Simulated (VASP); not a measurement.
# BaO (Fm-3m) in VASP: settings compared, part 2 of 2

VASP 6.6.1. Earlier steps stand in the parts before.

## 6. Single point, HSE06

Input file POSCAR:

```
BaO
1.0
    0.0000000000      2.7719426816      2.7719426816
    2.7719426816      0.0000000000      2.7719426816
    2.7719426816      2.7719426816      0.0000000000
Ba O
1 1
Direct
    0.0000000000      0.0000000000      0.0000000000
    0.5000000000      0.5000000000      0.5000000000
```

Input file INCAR.step1:

```
SYSTEM = BaO
PREC = Accurate ; ENCUT = 520
EDIFF = 1E-5 ; ISMEAR = 0
SIGMA = 0.01 ; LREAL = .FALSE.
LASPH = .TRUE. ; NELM = 120
ALGO = Normal ; ISIF = 2
LWAVE = .TRUE. ; LCHARG = .FALSE.
GGA = PE ; NBANDS = 15
GGA_COMPAT = .FALSE.
```

Input file INCAR.step2:

```
SYSTEM = BaO
PREC = Accurate ; ENCUT = 520
EDIFF = 1E-6 ; ISMEAR = 0
SIGMA = 0.01 ; LREAL = .FALSE.
LASPH = .TRUE. ; NELM = 120
ALGO = Normal ; ISIF = 2
LWAVE = .FALSE. ; LCHARG = .FALSE.
GGA = PE ; LHFCALC = .TRUE.
HFSCREEN = 0.2079 ; PRECFOCK = Normal
ISTART = 1 ; NBANDS = 15
GGA_COMPAT = .FALSE.
```

Input file KPOINTS:

```
regular mesh
0
G
  6 6 6
  0 0 0
```

Potentials or basis: VASP PAW PBE potentials, release 64 (Ba_sv, O).

On the command line:

```bash
$ cat potpaw_PBE.64/Ba_sv/POTCAR potpaw_PBE.64/O/POTCAR > POTCAR
$ cp INCAR.step1 INCAR
$ mpirun -np 1 vasp_std > vasp.out
$ cp INCAR.step2 INCAR
$ mpirun -np 1 vasp_std > vasp.out
```

OUTCAR:

```text
SYSTEM = BaO
   PREC = Accurate
   ENCUT = 520
   EDIFF = 1E-6
   ISMEAR = 0
   LREAL = .FALSE.
   LASPH = .TRUE.
   NELM = 120
   ISIF = 2
   GGA = PE
   LHFCALC = .TRUE.
   HFSCREEN = 0.2079
   PRECFOCK = Normal
   ISTART = 1

 ion  position               nearest neighbor table
   1  0.000  0.000  0.000-   2 2.77   2 2.77   2 2.77   2 2.77   2 2.77   2 2.77
   2  0.500  0.500  0.500-   1 2.77   1 2.77   1 2.77   1 2.77   1 2.77   1 2.77

  LATTYP: Found a face centered cubic cell.
 ALAT       =     5.5438853632

  Lattice vectors:

 A1 = (   0.0000000000,   2.7719426816,   2.7719426816)
 A2 = (   2.7719426816,   0.0000000000,   2.7719426816)
 A3 = (   2.7719426816,   2.7719426816,   0.0000000000)

Analysis of symmetry for initial positions (statically):
=====================================================================
 Subroutine PRICEL returns:
 Original cell was already a primitive cell.

 Routine SETGRP: Setting up the symmetry group for a
 face centered cubic supercell.

 Subroutine GETGRP returns: Found 48 space group operations
 (whereof 48 operations were pure point group operations)
[... 177 lines left out ...]
      5      -9.9187      2.00000
      6       0.5211      2.00000
      7       0.5211      2.00000
      8       0.5211      2.00000
      9       5.7704      0.00000
     10       7.0163      0.00000
     11       7.0163      0.00000
     12       7.0163      0.00000
     13       9.3505      0.00000
     14       9.3505      0.00000
[... 257 lines left out ...]
      2     -15.9334      2.00000
      3     -11.2838      2.00000
      4     -10.8060      2.00000
      5     -10.1407      2.00000
      6      -0.2298      2.00000
      7       0.6662      2.00000
      8       0.7862      2.00000
      9       5.5076      0.00000
     10       8.5799      0.00000
     11       9.0902      0.00000
     12      12.1328      0.00000
     13      12.3460      0.00000
     14      14.6390      0.00000
     15      14.9260      0.00000

------------------------ aborting loop because EDIFF is reached ----------------------------------------

  FORCE on cell =-STRESS in cart. coord.  units (eV):
  Direction    XX          YY          ZZ          XY          YZ          ZX
  --------------------------------------------------------------------------------------
  -------------------------------------------------------------------------------------
  Total        0.2897182      0.2897182      0.2897182      0.0000000     -0.0000000      0.0000000
  in kB       10.8969166     10.8969166     10.8969166      0.0000000     -0.0000000      0.0000000
  external PRESSURE =      10.8969166 kB  Pullay stress =       0.0000000 kB

 VOLUME and BASIS-vectors are now :
 -----------------------------------------------------------------------------
  energy-cutoff  :      520.00
  volume of cell :       42.60
      direct lattice vectors                 reciprocal lattice vectors
     0.000000000  2.771942682  2.771942682    -0.180378910  0.180378910  0.180378910
     2.771942682  0.000000000  2.771942682     0.180378910 -0.180378910  0.180378910
     2.771942682  2.771942682  0.000000000     0.180378910  0.180378910 -0.180378910

 POSITION                                       TOTAL-FORCE (eV/Angst)
 -----------------------------------------------------------------------------------
      0.00000      0.00000      0.00000        -0.000000     -0.000000     -0.000000
      2.77194      2.77194      2.77194         0.000000      0.000000      0.000000
 -----------------------------------------------------------------------------------
    total drift:                                0.000000      0.000000      0.000000

  FREE ENERGIE OF THE ION-ELECTRON SYSTEM (eV)
  ---------------------------------------------------
  free  energy   TOTEN  =       -13.8602642279 eV

  energy  without entropy=      -13.8602642279  energy(sigma->0) =      -13.86026423
```

OUTCAR.step1:

```text
SYSTEM = BaO
   PREC = Accurate
   ENCUT = 520
   EDIFF = 1E-5
   ISMEAR = 0
   LREAL = .FALSE.
   LASPH = .TRUE.
[... 499 lines left out ...]
      0.00000      0.00000      0.00000        -0.000000      0.000000      0.000000
      2.77194      2.77194      2.77194         0.000000     -0.000000     -0.000000
 -----------------------------------------------------------------------------------
    total drift:                                0.000000      0.000000      0.000000

  FREE ENERGIE OF THE ION-ELECTRON SYSTEM (eV)
  ---------------------------------------------------
  free  energy   TOTEN  =       -11.7946389633 eV

  energy  without entropy=      -11.7946389633  energy(sigma->0) =      -11.79463896
```

It took 20 min on 1 thread of Intel Xeon Platinum 8488C (Sapphire Rapids), shared host; peak memory 0.29 GiB.

What came out:

| Quantity | Value |
| --- | --- |
| Free energy | -13.8603 eV |
| Pressure | 1.1 GPa |
| Band gap on the k mesh | 3.26 eV |

Levels at points of the mesh, in eV from the valence-band top:
| k point | band 6 | band 7 | band 8 | band 9 | band 10 | band 11 |
| --- | --- | --- | --- | --- | --- | --- |
| (0.00, 0.00, 0.00) | -0.39 | -0.39 | -0.39 | 4.86 | 6.11 | 6.11 |
| (0.50, 0.00, 0.00) | -2.08 | -1.58 | -1.58 | 6.36 | 8.74 | 8.74 |
| (0.50, 0.50, 0.00) | -0.18 | -0.18 | 0.00 | 3.26 | 7.46 | 10.49 |

Caveat: the PAW data sets were made with another functional, which shifts forces and pressure a little; spin-orbit coupling is left out, which moves the levels of the heavy elements. A k mesh can miss the band edges.

## 7. The runs side by side

```csv
level,k mesh,cutoff (eV),grid for exact exchange (PRECFOCK),share of exact exchange,screening parameter,gap on the mesh (eV),pressure (GPa)
PBE,6 × 6 × 6,600,-,-,-,1.98,2.8
r2SCAN,6 × 6 × 6,660,-,-,-,2.32,1.6
PBE,8 × 8 × 8,600,-,-,-,1.98,2.8
HSE06,6 × 6 × 6,520,Normal,0.25,0.2079 1/Å,3.26,1.1
```

Alike in all rows: task single point; potentials or basis VASP PAW PBE potentials, release 64 (Ba_sv, O); no spin polarisation; cell as given; smearing gaussian 0.01 eV.

On the cell as given the gap runs from 1.98 eV (PBE) to 3.26 eV (HSE06); the meshes differ, which moves gaps too. The pressure there spans 1.1 GPa (HSE06) to 2.8 GPa (PBE); a positive pressure means that this level wants a larger cell, a negative one a smaller.

Caveats: spin-orbit coupling is left out, which moves the levels of the heavy elements; the PAW data sets were made with another functional, which shifts forces and pressure a little (at least some runs).

Total energies depend on the potentials used, so only differences within one code and one set of settings carry meaning.
